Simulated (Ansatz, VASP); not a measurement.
**BAs in VASP and in Ansatz**

The input INCAR:

```
PREC = Accurate ; ENCUT = 500
EDIFF = 1E-7 ; ISMEAR = 0
SIGMA = 0.02 ; LREAL = False
LASPH = True ; NELM = 120
ALGO = Normal ; ISIF = 3
LWAVE = False ; LCHARG = False
GGA = PE ; IBRION = 2
NSW = 100 ; EDIFFG = -0.002
GGA_COMPAT = False ; NELMIN = 4
```

KPOINTS

```
regular mesh
0
Gamma
  10 10 10
```

The input POSCAR:

```
BAs
1.0
    0.0000000000      2.3850000000      2.3850000000
    2.3850000000      0.0000000000      2.3850000000
    2.3850000000      2.3850000000      0.0000000000
B As
1 1
Direct
    0.0000000000      0.0000000000      0.0000000000
    0.2500000000      0.2500000000      0.2500000000
```

Input for Ansatz:

```yaml
crystal:
  lattice:
    - [0.0, 2.385, 2.385]
    - [2.385, 0.0, 2.385]
    - [2.385, 2.385, 0.0]
  atoms:
    - { symbol: B, position: [0.0, 0.0, 0.0] }
    - { symbol: As, position: [0.25, 0.25, 0.25] }
basis:
  ecutwfc: 420
kpoints:
  mp_grid: { grid: [10, 10, 10] }
hamiltonian:
  xc: pbe
  pseudopotentials: { kind: paw, azcp: { folder: soft_1 } }
scf:
  occupations: { method: gaussian, width: 0.02 }
output:
  forces: true
  stress: true
  eigenvalues: true
relax:
  adjacent_minimum: "off"
  f_tol: 0.002
  max_steps: 80
  cell: { stress_tol: 0.02 }
```

Alike in both runs: task relaxation of cell and atoms; functional PBE; k mesh 10 × 10 × 10; occupations gaussian, width 0.02 eV; no spin polarisation.

|  | VASP | Ansatz |
| --- | --- | --- |
| version | VASP 6.6.1 | Ansatz 0.2.0 |
| potentials or method | VASP PAW PBE potentials, release 64 (B, As), cutoff 500 eV | scalar-relativistic, plane waves, PAW |
| valence electrons in the cell | 8 | 18 |

|  | VASP | Ansatz | Ansatz less VASP |
| --- | --- | --- | --- |
| gap on the k mesh at the Fermi level, each at its own relaxed structure (eV) | 1.20 | 1.20 | +0.004 |
| relaxed volume (Å³/atom) | 13.97 | 13.90 | -0.065 |
| relaxed cell length with the largest relative difference (Å) | 3.406 | 3.401 | -0.0053 |

VASP's potentials hold 8 valence electrons a cell and Ansatz's 18, so a difference there can come from the potentials and not from the codes.
